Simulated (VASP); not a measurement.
# W (R-3m) in VASP: notebook

The runs below take W through single point, with PBE.

Program: VASP 6.6.1. These are calculated values, not measurements. Logs are shortened: lines on timing, memory, paths and dates and some standing lists are left out, and cuts for length are marked.

## (1) The cell of the first run

It takes space group R-3m (No. 166, trigonal). Conventional cell: a = 4.743 Å, b = 4.743 Å, c = 2.711 Å, α = 90.00°, β = 90.00°, γ = 120.00°. W (site symmetry -3m) has 14 W at 2.71 to 3.28 Å within 3.6 Å.

## (2) Single point, PBE

INCAR

```
ALGO     = Fast           # electronic algorithm
EDIFF    = 1E-6           # SCF threshold, eV
ENCUT    = 520            # plane-wave cutoff, eV
GGA      = PE             # functional
ISIF     = 2              # what is computed and relaxed
ISMEAR   = 0              # smearing method
LASPH    = T              # aspherical terms in the spheres
LCHARG   = F              # write CHGCAR
LREAL    = F              # projectors in reciprocal space
LWAVE    = F              # write WAVECAR
NBANDS   = 13             # bands
NELM     = 60             # most SCF steps
PREC     = Accurate       # precision mode
SIGMA    = 0.15           # smearing width, eV
```

KPOINTS

```
k-points
0
Gamma
  20 20 20
```

POSCAR

```
W
1.0
   -1.7139444481      1.6396050724      1.6396050724
    1.6396050724     -1.7139444481      1.6396050724
    1.6396050724      1.6396050724     -1.7139444481
W
1
Direct
    0.0000000000      0.0000000000      0.0000000000
```

Potentials or basis: VASP PAW PBE potentials, release 64 (W_sv).

The run is started by

```console
$ cat potpaw_PBE.64/W_sv/POTCAR > POTCAR
$ mpirun -np 1 vasp_std > vasp.out
```

OUTCAR:

```text
EDIFF = 1E-6
   ENCUT = 520
   GGA = PE
   ISIF = 2
   ISMEAR = 0
   LASPH = T
   LREAL = F
   NELM = 60
   PREC = Accurate

 ion  position               nearest neighbor table
   1  0.000  0.000  0.000-

  LATTYP: Found a trigonal (rhomboedric) cell.
 ALAT       =     2.8834380795
 COS(alpha) =    -0.3526585700

  Lattice vectors:

 A1 = (  -1.7139444481,   1.6396050724,   1.6396050724)
 A2 = (   1.6396050724,  -1.7139444481,   1.6396050724)
 A3 = (   1.6396050724,   1.6396050724,  -1.7139444481)

Analysis of symmetry for initial positions (statically):
=====================================================================
 Subroutine PRICEL returns:
 Original cell was already a primitive cell.

 Routine SETGRP: Setting up the symmetry group for a
 trigonal (rhombohedral) supercell.

 Subroutine GETGRP returns: Found 12 space group operations
 (whereof 12 operations were pure point group operations)
 out of a pool of 12 trial point group operations.

The static configuration has the point symmetry D_3d.

Analysis of symmetry for dynamics (positions and initial velocities):
=====================================================================
 Subroutine PRICEL returns:
 Original cell was already a primitive cell.

 Routine SETGRP: Setting up the symmetry group for a
 trigonal (rhombohedral) supercell.

 Subroutine GETGRP returns: Found 12 space group operations
 (whereof 12 operations were pure point group operations)
 out of a pool of 12 trial point group operations.

The dynamic configuration has the point symmetry D_3d.

 Subroutine INISYM returns: Found 12 space group operations
 (whereof 12 operations are pure point group operations),
 and found     1 'primitive' translations

----------------------------------------------------------------------------------------

                                     Primitive cell

  volume of cell :      17.6034

  direct lattice vectors                    reciprocal lattice vectors
    -1.713944448  1.639605072  1.639605072     0.014162050  0.312353561  0.312353561
     1.639605072 -1.713944448  1.639605072     0.312353561  0.014162050  0.312353561
     1.639605072  1.639605072 -1.713944448     0.312353561  0.312353561  0.014162050

  length of vectors
     2.883438079  2.883438079  2.883438079     0.441961602  0.441961602  0.441961602

  position of ions in fractional coordinates (direct lattice)
     0.000000000  0.000000000  0.000000000

[... 83 lines left out ...]
   POTIM  = 0.5000    time-step for ionic-motion
   TEBEG  =    0.0;   TEEND  =   0.0 temperature during run
   PSTRESS=    0.0 pullay stress
   NELECT =      14.0000    total number of electrons
   NUPDOWN=      -1.0000    fix difference up-down
   EMIN   =  10.00;   EMAX   =-10.00  energy-range for DOS
   EFERMI =   0.00;   METHOD = LEGACY
   ISMEAR =     0;   SIGMA  =   0.15  broadening in eV -4-tet -1-fermi 0-gaus
   EFERMI_NEDOS =   21; number of points for ismear=-14 and -15
   IALGO  =     68    algorithm
   IMIX   =      4    mixing-type and parameters
     AMIX     =   0.40;   BMIX     =  1.00
     AMIX_MAG =   1.60;   BMIX_MAG =  1.00
  volume/ion in A,a.u.               =      17.60       118.79
  Fermi-wavevector in a.u.,A,eV,Ry     =   1.516765  2.866270 31.301243  2.300576
  Thomas-Fermi vector in A             =   2.626111
   LORBIT       =      0    0 simple, 1 ext, 2 COOP (PROOUT), +10 PAW based schemes
   GGA     = PE    functional components
   LHFCALC =     F    Hartree Fock is set to
   AEXX    =    0.0000 exact exchange contribution
   IVDW    =     0    specifies the selected vdW correction
   LEPSILON=     F    determine dielectric tensor
   LRPA    =     F    only Hartree local field effects (RPA)
 non-spin polarized calculation
 RMM-DIIS sequential band-by-band and
 Gauss-broadening in eV      SIGMA  =   0.15
  energy-cutoff  :      520.00
  volume of cell :       17.60
 maximum number of plane-waves:       492
 NGX is ok and might be reduce to    24

 number of electron      14.0000000 magnetization

 Free energy of the ion-electron system (eV)
  ---------------------------------------------------
  ext. energy  EPLUGINS =         0.00000000
  ---------------------------------------------------
  free energy    TOTEN  =       -12.81373816 eV

  energy without entropy =      -12.80960806  energy(sigma->0) =      -12.81167311

 E-fermi :  10.0022     XC(G=0): -13.0522

 val. band max:        9.9978054116   @ k =  -0.1500   0.1500   0.1500
 cond. band min:      10.0343155889   @ k =   0.5000   0.5000   0.0000
 fundamental gap:      0.0365101773
 Fermi energy:        10.0021725467

 k-point     1 :       0.0000    0.0000    0.0000
  band No.  band energies     occupation
      1     -64.3509      2.00000
      2     -28.1031      2.00000
      3     -28.1031      2.00000
      4     -27.8939      2.00000
      5       0.9448      2.00000
      6       8.1881      2.00000
      7       9.1714      2.00000
      8       9.1714      2.00000
      9      12.1389      0.00000
     10      12.1389      0.00000
     11      23.4802      0.00000
     12      24.6590      0.00000
     13      24.6590      0.00000
[... 354 lines left out ...]
  band No.  band energies     occupation
      1     -64.2764      2.00000
      2     -28.7068      2.00000
      3     -28.3073      2.00000
      4     -28.0989      2.00000
      5       4.1641      2.00000
      6       7.5072      2.00000
      7       8.6209      2.00000
      8      11.3497      0.00000
      9      12.1821      0.00000
     10      12.7891      0.00000
     11      22.7049      0.00000
     12      23.4471      0.00000
     13      28.7321      0.00000

 [... further k-points ...]

------------------------ aborting loop because EDIFF is reached ----------------------------------------

  FORCE on cell =-STRESS in cart. coord.  units (eV):
  Direction    XX          YY          ZZ          XY          YZ          ZX
  --------------------------------------------------------------------------------------
  -------------------------------------------------------------------------------------
  Total       -2.2676630     -2.2676630     -2.2676630      0.6411349      0.6411349      0.6411349
  in kB     -206.3913940   -206.3913940   -206.3913940     58.3529080     58.3529080     58.3529080
  external PRESSURE =    -206.3913940 kB  Pullay stress =       0.0000000 kB

 VOLUME and BASIS-vectors are now :
 -----------------------------------------------------------------------------
  energy-cutoff  :      520.00
  volume of cell :       17.60
      direct lattice vectors                 reciprocal lattice vectors
    -1.713944448  1.639605072  1.639605072     0.014162050  0.312353561  0.312353561
     1.639605072 -1.713944448  1.639605072     0.312353561  0.014162050  0.312353561
     1.639605072  1.639605072 -1.713944448     0.312353561  0.312353561  0.014162050

 POSITION                                       TOTAL-FORCE (eV/Angst)
 -----------------------------------------------------------------------------------
      0.00000      0.00000      0.00000        -0.000000      0.000000      0.000000
 -----------------------------------------------------------------------------------
    total drift:                                0.000000      0.000000      0.000000

  FREE ENERGIE OF THE ION-ELECTRON SYSTEM (eV)
  ---------------------------------------------------
  free  energy   TOTEN  =       -12.8137381561 eV

  energy  without entropy=      -12.8096080602  energy(sigma->0) =      -12.81167311
```

stdout:

```text
POSCAR found type information on POSCAR W
 POSCAR found :  1 types and       1 ions
 scaLAPACK will be used
 LDA part: xc-table for (Slater+PW92), standard interpolation
 POSCAR, INCAR and KPOINTS ok, starting setup
 FFT: planning ... GRIDC
 FFT: planning ... GRID_SOFT
 FFT: planning ... GRID
 WAVECAR not read
 entering main loop
```

Wall time 3.2 min (1 thread of Intel Xeon 8259CL, shared host); peak memory 0.29 GiB.

What came out:

```yaml
Free_energy: -12.8137 eV
Pressure: -20.6 GPa
Band_gap_on_the_k_mesh: zero (bands 7 and 8 overlap by 4.92 eV)
```

Caveat: the cell stands under tension; spin-orbit coupling is left out, which moves the levels of the heavy elements.

## (3) Single point, PBE

This run uses another cell than the first one, of the same volume but with other edges.

INCAR

```
SYSTEM = W
PREC     = Accurate       ! precision mode
ENCUT    = 520            ! plane-wave cutoff, eV
EDIFF    = 1E-6           ! SCF threshold, eV
ISMEAR   = 0              ! smearing method
SIGMA    = 0.15           ! smearing width, eV
LREAL    = .FALSE.        ! projectors in reciprocal space
LASPH    = .TRUE.         ! aspherical terms in the spheres
NELM     = 100            ! most SCF steps
ALGO     = Fast           ! electronic algorithm
ISIF     = 2              ! what is computed and relaxed
LWAVE    = .FALSE.        ! write WAVECAR
LCHARG   = .TRUE.         ! write CHGCAR
GGA      = PE             ! functional
LELF     = .TRUE.         ! ELF
LVHAR    = .TRUE.       
NBANDS   = 13             ! bands
```

KPOINTS

```
regular mesh
0
G
  20 20 20
  0 0 0
```

POSCAR

```
W
1.0
   -1.5652656968      1.6396050724      1.6396050724
    1.6396050724     -1.5652656968      1.6396050724
    1.6396050724      1.6396050724     -1.5652656968
W
1
Direct
    0.0000000000      0.0000000000      0.0000000000
```

Potentials or basis: VASP PAW PBE potentials, release 64 (W_sv).

The run is started by

```console
$ cat potpaw_PBE.64/W_sv/POTCAR > POTCAR
$ mpirun -np 1 vasp_std > vasp.out
```

It took 3.9 min on 1 thread of Intel Xeon 8259CL, shared host; peak memory 0.28 GiB.

Results (log left out):

```yaml
Free_energy: -12.8229 eV
Pressure: -20.8 GPa
Band_gap_on_the_k_mesh: zero (bands 7 and 8 overlap by 4.34 eV)
```

Stress tensor (GPa, compression positive):
```
-20.81  -4.13  -4.13
 -4.13 -20.81  -4.13
 -4.13  -4.13 -20.81
```

Levels at points of the mesh, in eV from the Fermi level:
```
           k point  band 4  band 5  band 6  band 7  band 8  band 9  band 10  band 11
(0.00, 0.00, 0.00)  -37.99   -9.07   -1.52   -1.52   -0.40    2.09     2.09    13.88
(0.50, 0.00, 0.00)  -38.00   -5.70   -3.23    0.05    2.10    2.94     4.82     9.10
(0.50, 0.50, 0.00)  -38.06   -5.59   -3.07    0.71    1.66    2.38     5.51     9.99
(0.50, 0.50, 0.50)  -38.61   -5.07   -5.07    3.48    4.86    4.86     7.12     7.66
```

Caveat: the cell stands under tension; spin-orbit coupling is left out, which moves the levels of the heavy elements.
